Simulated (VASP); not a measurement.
# BP (F-43m) in VASP: a series of runs

The runs below take BP through single point, with PBE.

All numbers are computed with VASP 6.6.1; they aren't measurements. Logs are shortened: lines on timing, memory, paths and dates and some standing lists are left out, and cuts for length are marked.

## 1. The cell of the first run

It takes space group F-43m (No. 216, cubic). The conventional cell has a = 4.465 Å, b = 4.465 Å, c = 4.465 Å, α = 90.00°, β = 90.00°, γ = 90.00°. Within 2.6 Å of B (site symmetry -43m) lie 4 P at 1.93 Å. Within 2.6 Å of P (site symmetry -43m) lie 4 B at 1.93 Å.

## 2. Single point, PBE

INCAR

```
PREC = Accurate
ENCUT = 500
EDIFF = 1E-6
ISMEAR = 0
SIGMA = 0.01
LREAL = F
LASPH = T
NELM = 120
ALGO = Normal
ISIF = 2
LWAVE = F
LCHARG = F
GGA = PE
NBANDS = 11
GGA_COMPAT = F
```

KPOINTS

```
Automatic mesh
0
Gamma
  8 8 8
```

POSCAR

```
BP
1.0
    0.0000000000      2.2327254237      2.2327254237
    2.2327254237      0.0000000000      2.2327254237
    2.2327254237      2.2327254237      0.0000000000
B P
1 1
Direct
    0.0000000000      0.0000000000      0.0000000000
    0.7500000000      0.7500000000      0.7500000000
```

Potentials or basis: VASP PAW PBE potentials, release 64 (B, P).

Command:

```console
> cat potpaw_PBE.64/B/POTCAR potpaw_PBE.64/P/POTCAR > POTCAR
> mpirun -np 1 vasp_std > vasp.out
```

OUTCAR:

```text
PREC = Accurate
   ENCUT = 500
   EDIFF = 1E-6
   ISMEAR = 0
   LREAL = F
   LASPH = T
   NELM = 120
   ISIF = 2
   GGA = PE

 ion  position               nearest neighbor table
   1  0.000  0.000  0.000-   2 1.93   2 1.93   2 1.93   2 1.93
   2  0.750  0.750  0.750-   1 1.93   1 1.93   1 1.93   1 1.93

  LATTYP: Found a face centered cubic cell.
 ALAT       =     4.4654508474

  Lattice vectors:

 A1 = (   0.0000000000,   2.2327254237,   2.2327254237)
 A2 = (   2.2327254237,   0.0000000000,   2.2327254237)
 A3 = (   2.2327254237,   2.2327254237,   0.0000000000)

Analysis of symmetry for initial positions (statically):
=====================================================================
 Subroutine PRICEL returns:
 Original cell was already a primitive cell.

 Routine SETGRP: Setting up the symmetry group for a
 face centered cubic supercell.

 Subroutine GETGRP returns: Found 24 space group operations
 (whereof 24 operations were pure point group operations)
 out of a pool of 48 trial point group operations.

The static configuration has the point symmetry T_d .

Analysis of symmetry for dynamics (positions and initial velocities):
=====================================================================
 Subroutine PRICEL returns:
 Original cell was already a primitive cell.

 Routine SETGRP: Setting up the symmetry group for a
 face centered cubic supercell.

 Subroutine GETGRP returns: Found 24 space group operations
 (whereof 24 operations were pure point group operations)
 out of a pool of 48 trial point group operations.

The dynamic configuration has the point symmetry T_d .

 Subroutine INISYM returns: Found 24 space group operations
 (whereof 24 operations are pure point group operations),
 and found     1 'primitive' translations

----------------------------------------------------------------------------------------

                                     Primitive cell

  volume of cell :      22.2606

  direct lattice vectors                    reciprocal lattice vectors
     0.000000000  2.232725424  2.232725424    -0.223941554  0.223941554  0.223941554
     2.232725424  0.000000000  2.232725424     0.223941554 -0.223941554  0.223941554
     2.232725424  2.232725424  0.000000000     0.223941554  0.223941554 -0.223941554

  length of vectors
     3.157550575  3.157550575  3.157550575     0.387878149  0.387878149  0.387878149

  position of ions in fractional coordinates (direct lattice)
     0.000000000  0.000000000  0.000000000
     0.750000000  0.750000000  0.750000000

  ion indices of the primitive-cell ions
   primitive index   ion index
                 1           1
                 2           2

----------------------------------------------------------------------------------------

 KPOINTS: Automatic mesh

Automatic generation of k-mesh.
 Grid dimensions read from file:
 generate k-points for:    8    8    8

 Generating k-lattice:

  Cartesian coordinates                     Fractional coordinates (reciprocal lattice)
    -0.027992694  0.027992694  0.027992694     0.125000000  0.000000000  0.000000000
     0.027992694 -0.027992694  0.027992694     0.000000000  0.125000000  0.000000000
     0.027992694  0.027992694 -0.027992694     0.000000000  0.000000000  0.125000000

  Length of vectors
     0.048484769  0.048484769  0.048484769

  Shift w.r.t. Gamma in fractional coordinates (k-lattice)
     0.000000000  0.000000000  0.000000000

 Subroutine IBZKPT returns following result:
 ===========================================

 Found     29 irreducible k-points:

 Following reciprocal coordinates:
            Coordinates               Weight
  0.000000  0.000000  0.000000      1.000000
  0.125000  0.000000  0.000000      8.000000
  0.250000  0.000000  0.000000      8.000000
  0.375000  0.000000  0.000000      8.000000
  0.500000  0.000000  0.000000      4.000000
  0.125000  0.125000  0.000000      6.000000
[... 16 lines left out ...]
  0.500000  0.250000  0.125000     48.000000
 -0.375000  0.250000  0.125000     24.000000
 [... further k-points ...]
   k-points           NKPTS =     29   k-points in BZ     NKDIM =     29   number of bands    NBANDS=     11
   number of dos      NEDOS =    301   number of ions     NIONS =      2
   total plane-waves  NPLWV =  13824
   dimension x,y,z NGX =    24 NGY =   24 NGZ =   24
   dimension x,y,z NGXF=    48 NGYF=   48 NGZF=   48
   ions per type =               1   1
   NGX,Y,Z   is equivalent  to a cutoff of  12.64, 12.64, 12.64 a.u.
   NGXF,Y,Z  is equivalent  to a cutoff of  25.27, 25.27, 25.27 a.u.
 SYSTEM =  unknown system
   PREC   = accura    normal or accurate (medium, high low for compatibility)
   ISTART =      0    job   : 0-new  1-cont  2-samecut
   ICHARG =      2    charge: 1-file 2-atom 10-const
   ISPIN  =      1    spin polarized calculation?
   LNONCOLLINEAR =      F non collinear calculations
   LSORBIT =      F    spin-orbit coupling
   LASPH  =      T    aspherical Exc in radial PAW
   ENCUT  =  500.0 eV  36.75 Ry    6.06 a.u.   5.76  5.76  5.76*2*pi/ulx,y,z
   NELM   =    120;   NELMIN=  2; NELMDL= -5     # of ELM steps
   EDIFF  = 0.1E-05   stopping-criterion for ELM
   LREAL  =      F    real-space projection
   EDIFFG = 0.1E-04   stopping-criterion for IOM
   NSW    =      0    number of steps for IOM
   IBRION =     -1    ionic relax: 0-MD 1-quasi-New 2-CG
   NFREE  =      0    steps in history (QN), initial steepest desc. (CG)
   ISIF   =      2    stress and relaxation
   ISYM   =      2    0-nonsym 1-usesym 2-fastsym
   POTIM  = 0.5000    time-step for ionic-motion
   TEBEG  =    0.0;   TEEND  =   0.0 temperature during run
   PSTRESS=    0.0 pullay stress
   NELECT =       8.0000    total number of electrons
   NUPDOWN=      -1.0000    fix difference up-down
   EMIN   =  10.00;   EMAX   =-10.00  energy-range for DOS
   EFERMI =   0.00;   METHOD = LEGACY
   ISMEAR =     0;   SIGMA  =   0.01  broadening in eV -4-tet -1-fermi 0-gaus
   EFERMI_NEDOS =   21; number of points for ismear=-14 and -15
   IALGO  =     38    algorithm
   IMIX   =      4    mixing-type and parameters
     AMIX     =   0.40;   BMIX     =  1.00
     AMIX_MAG =   1.60;   BMIX_MAG =  1.00
  volume/ion in A,a.u.               =      11.13        75.11
  Fermi-wavevector in a.u.,A,eV,Ry     =   1.163928  2.199505 18.432204  1.354729
  Thomas-Fermi vector in A             =   2.300472
   LORBIT       =      0    0 simple, 1 ext, 2 COOP (PROOUT), +10 PAW based schemes
   GGA     = PE    functional components
   LHFCALC =     F    Hartree Fock is set to
   AEXX    =    0.0000 exact exchange contribution
   IVDW    =     0    specifies the selected vdW correction
   LEPSILON=     F    determine dielectric tensor
   LRPA    =     F    only Hartree local field effects (RPA)
 non-spin polarized calculation
 Gauss-broadening in eV      SIGMA  =   0.01
  energy-cutoff  :      500.00
  volume of cell :       22.26
 maximum number of plane-waves:       588
   NGX = 11   NGY = 11   NGZ = 11

 number of electron       8.0000001 magnetization

 Free energy of the ion-electron system (eV)
  ---------------------------------------------------
  ext. energy  EPLUGINS =         0.00000000
  ---------------------------------------------------
  free energy    TOTEN  =       -12.89247321 eV

  energy without entropy =      -12.89247321  energy(sigma->0) =      -12.89247321

 E-fermi :   8.0606     XC(G=0): -11.1161

 val. band max:        8.0154027698   @ k =   0.0000   0.0000   0.0000
 cond. band min:       9.2242570590   @ k =   0.3750   0.3750   0.0000
 fundamental gap:      1.2088542892
 Fermi energy:         8.0606465331

 k-point     1 :       0.0000    0.0000    0.0000
  band No.  band energies     occupation
      1      -7.8833      2.00000
      2       8.0154      2.00000
      3       8.0154      2.00000
      4       8.0154      2.00000
      5      11.4915      0.00000
      6      11.4915      0.00000
      7      11.4915      0.00000
      8      16.1366      0.00000
      9      19.8650      0.00000
     10      20.2844      0.00000
     11      20.2844      0.00000

 k-point     2 :       0.1250    0.0000    0.0000
  band No.  band energies     occupation
      1      -7.5909      2.00000
      2       6.1090      2.00000
      3       7.5696      2.00000
      4       7.5696      2.00000
      5      12.0951      0.00000
      6      12.1080      0.00000
      7      12.1080      0.00000
      8      16.8416      0.00000
      9      19.3356      0.00000
     10      19.3356      0.00000
     11      20.7381      0.00000

 k-point     3 :       0.2500    0.0000    0.0000
  band No.  band energies     occupation
      1      -6.7312      2.00000
      2       3.0195      2.00000
      3       6.8573      2.00000
      4       6.8573      2.00000
      5      12.2549      0.00000
      6      12.8819      0.00000
      7      12.8819      0.00000
      8      18.0671      0.00000
      9      19.0868      0.00000
     10      19.0868      0.00000
     11      21.4721      0.00000

 k-point     4 :       0.3750    0.0000    0.0000
  band No.  band energies     occupation
      1      -5.4051      2.00000
      2       0.1845      2.00000
      3       6.3669      2.00000
      4       6.3669      2.00000
      5      12.1457      0.00000
      6      12.8886      0.00000
      7      12.8886      0.00000
      8      18.3961      0.00000
      9      20.8564      0.00000
     10      20.8564      0.00000
     11      22.3632      0.00000

 k-point     5 :       0.5000    0.0000    0.0000
  band No.  band energies     occupation
      1      -4.3711      2.00000
      2      -1.3711      2.00000
      3       6.1996      2.00000
      4       6.1996      2.00000
      5      12.0890      0.00000
      6      12.7589      0.00000
      7      12.7589      0.00000
      8      18.3080      0.00000
      9      22.9591      0.00000
     10      22.9591      0.00000
     11      23.3287      0.00000
[... 211 lines left out ...]
 k-point    21 :       0.5000    0.5000    0.0000
  band No.  band energies     occupation
      1      -2.7702      2.00000
      2      -0.8202      2.00000
      3       3.7246      2.00000
      4       3.7246      2.00000
      5       9.2480      0.00000
      6       9.6288      0.00000
      7      20.5966      0.00000
      8      20.5966      0.00000
      9      23.8445      0.00000
     10      25.0891      0.00000
     11      26.4918      0.00000

 k-point    22 :       0.3750    0.2500    0.1250
  band No.  band energies     occupation
      1      -5.9765      2.00000
      2       2.9866      2.00000
      3       4.0479      2.00000
      4       5.9683      2.00000
      5      11.5225      0.00000
      6      14.1025      0.00000
      7      14.4462      0.00000
      8      15.7904      0.00000
      9      19.9373      0.00000
     10      22.2650      0.00000
     11      24.2472      0.00000

 k-point    23 :       0.5000    0.2500    0.1250
  band No.  band energies     occupation
      1      -4.6806      2.00000
      2       0.7044      2.00000
      3       3.4046      2.00000
      4       5.1498      2.00000
      5      12.1483      0.00000
      6      13.6355      0.00000
      7      15.5683      0.00000
      8      16.6122      0.00000
      9      20.7892      0.00000
     10      21.7533      0.00000
     11      25.5604      0.00000

 k-point    24 :      -0.3750    0.2500    0.1250
  band No.  band energies     occupation
      1      -3.6812      2.00000
      2      -0.7414      2.00000
      3       3.3379      2.00000
      4       4.7552      2.00000
      5      12.2084      0.00000
      6      13.3820      0.00000
      7      16.6386      0.00000
      8      18.1116      0.00000
      9      18.6970      0.00000
     10      22.7672      0.00000
     11      25.2589      0.00000

 [... further k-points ...]

------------------------ aborting loop because EDIFF is reached ----------------------------------------

  FORCE on cell =-STRESS in cart. coord.  units (eV):
  Direction    XX          YY          ZZ          XY          YZ          ZX
  --------------------------------------------------------------------------------------
  -------------------------------------------------------------------------------------
  Total        1.3441437      1.3441437      1.3441437      0.0000000      0.0000000      0.0000000
  in kB       96.7431763     96.7431763     96.7431763      0.0000000      0.0000000      0.0000000
  external PRESSURE =      96.7431763 kB  Pullay stress =       0.0000000 kB

 VOLUME and BASIS-vectors are now :
 -----------------------------------------------------------------------------
  energy-cutoff  :      500.00
  volume of cell :       22.26
      direct lattice vectors                 reciprocal lattice vectors
     0.000000000  2.232725424  2.232725424    -0.223941554  0.223941554  0.223941554
     2.232725424  0.000000000  2.232725424     0.223941554 -0.223941554  0.223941554
     2.232725424  2.232725424  0.000000000     0.223941554  0.223941554 -0.223941554

 POSITION                                       TOTAL-FORCE (eV/Angst)
 -----------------------------------------------------------------------------------
      0.00000      0.00000      0.00000         0.000000      0.000000      0.000000
      3.34909      3.34909      3.34909        -0.000000     -0.000000     -0.000000
 -----------------------------------------------------------------------------------
    total drift:                               -0.000000     -0.000000     -0.000000

  FREE ENERGIE OF THE ION-ELECTRON SYSTEM (eV)
  ---------------------------------------------------
  free  energy   TOTEN  =       -12.8924732121 eV

  energy  without entropy=      -12.8924732121  energy(sigma->0) =      -12.89247321
```

Run time: 5.1 s. Hardware: 1 thread of AMD EPYC 7R13 (Zen 3), shared host; peak memory 0.1 GiB.

What came out:

```yaml
Free_energy: -12.8925 eV
Pressure: 9.7 GPa
Band_gap_on_the_k_mesh: 1.21 eV (least direct gap 3.48 eV)
```

Levels at points of the mesh, in eV from the valence-band top:
```csv
k point,band 1,band 2,band 3,band 4,band 5,band 6,band 7,band 8
"(0.00, 0.00, 0.00)",-15.90,0.00,0.00,0.00,3.48,3.48,3.48,8.12
"(0.50, 0.00, 0.00)",-12.39,-9.39,-1.82,-1.82,4.07,4.74,4.74,10.29
"(0.50, 0.50, 0.00)",-10.79,-8.84,-4.29,-4.29,1.23,1.61,12.58,12.58
```

Caveat: the cell stands under pressure. A hybrid or GW would open this gap; PBE tends to underestimate it.

## 3. Single point, PBE

This run uses another cell than the first one, of 11.91 Å³/atom.

INCAR

```
SYSTEM = BP
ALGO = Normal
EDIFF = 1E-6
ENCUT = 500
GGA = PE
GGA_COMPAT = .False.
ISIF = 2
ISMEAR = 0
LASPH = .True.
LCHARG = .True.
LELF = .True.
LREAL = .False.
LVHAR = .True.
LWAVE = .False.
NBANDS = 11
NELM = 120
PREC = Accurate
SIGMA = 0.01
```

KPOINTS

```
k-points
0
Gamma
  8 8 8
  0 0 0
```

POSCAR

```
BP
1.0
    0.0000000000      2.2838854091      2.2838854091
    2.2838854091      0.0000000000      2.2838854091
    2.2838854091      2.2838854091      0.0000000000
B P
1 1
Direct
    0.0000000000      0.0000000000      0.0000000000
    0.7500000000      0.7500000000      0.7500000000
```

Potentials or basis: VASP PAW PBE potentials, release 64 (B, P).

Command:

```console
> cat potpaw_PBE.64/B/POTCAR potpaw_PBE.64/P/POTCAR > POTCAR
> mpirun -np 1 vasp_std > vasp.out
```

Run time: 5.9 s. Hardware: 1 thread of AMD EPYC 7R13 (Zen 3), shared host; peak memory 0.11 GiB.

Results (log left out):

- Free energy: -12.9265 eV
- Pressure: -2.2 GPa
- Band gap on the k mesh: 1.29 eV (least direct gap 3.37 eV)

Levels at points of the mesh, in eV from the valence-band top:
```csv
k point,band 2,band 3,band 4,band 5,band 6,band 7
"(0.00, 0.00, 0.00)",0.00,0.00,0.00,3.37,3.37,3.37
"(0.50, 0.00, 0.00)",-8.89,-1.73,-1.73,3.67,4.70,4.70
"(0.50, 0.50, 0.00)",-8.48,-4.04,-4.04,1.37,1.68,11.94
```

## 4. Single point, PBE

This run uses another cell than the first one, of 11.76 Å³/atom.

Edit INCAR of step 3 so:

```diff
@@ -9,6 +9,4 @@
 LASPH = .True.
-LCHARG = .True.
-LELF = .True.
+LCHARG = .False.
 LREAL = .False.
-LVHAR = .True.
 LWAVE = .False.
```

KPOINTS is that of step 3.

POSCAR

```
BP
1.0
    0.0000000000      2.2742187375      2.2742187375
    2.2742187375      0.0000000000      2.2742187375
    2.2742187375      2.2742187375      0.0000000000
B P
1 1
Direct
    0.0000000000      0.0000000000      0.0000000000
    0.7500000000      0.7500000000      0.7500000000
```

Command:

```console
> cat potpaw_PBE.64/B/POTCAR potpaw_PBE.64/P/POTCAR > POTCAR
> mpirun -np 1 vasp_std > vasp.out
```

Run time: 5.5 s. Hardware: 1 thread of AMD EPYC 7R13 (Zen 3), shared host; peak memory 0.1 GiB.

It converged, with:

- Free energy: -12.9287 eV
- Pressure: -0.2 GPa
- Band gap on the k mesh: 1.28 eV (least direct gap 3.39 eV)

Levels at points of the mesh, in eV from the valence-band top:
| k point | band 1 | band 2 | band 3 | band 4 | band 5 | band 6 | band 7 | band 8 | band 9 |
| --- | --- | --- | --- | --- | --- | --- | --- | --- | --- |
| (0.00, 0.00, 0.00) | -15.40 | 0.00 | 0.00 | 0.00 | 3.39 | 3.39 | 3.39 | 7.27 | 11.47 |
| (0.50, 0.00, 0.00) | -12.10 | -8.98 | -1.75 | -1.75 | 3.74 | 4.71 | 4.71 | 10.10 | 14.58 |
| (0.50, 0.50, 0.00) | -10.58 | -8.55 | -4.09 | -4.09 | 1.35 | 1.67 | 12.06 | 12.06 | 15.15 |

## 5. Summary

```csv
cell,gap on the mesh (eV),pressure (GPa)
"a = 3.158 Å, angles 60.0°, 2 atoms",1.21,9.7
"a = 3.230 Å, angles 60.0°, 2 atoms",1.29,-2.2
"a = 3.216 Å, angles 60.0°, 2 atoms",1.28,-0.2
```

Alike in all rows: task single point; level PBE; potentials or basis VASP PAW PBE potentials, release 64 (B, P); no spin polarisation; k mesh 8 × 8 × 8; cutoff (eV) 500; smearing gaussian 0.01 eV.

Caveats: the cell stands under pressure (at least some runs).

Total energies depend on the potentials used, so only differences within one code and one set of settings carry meaning.
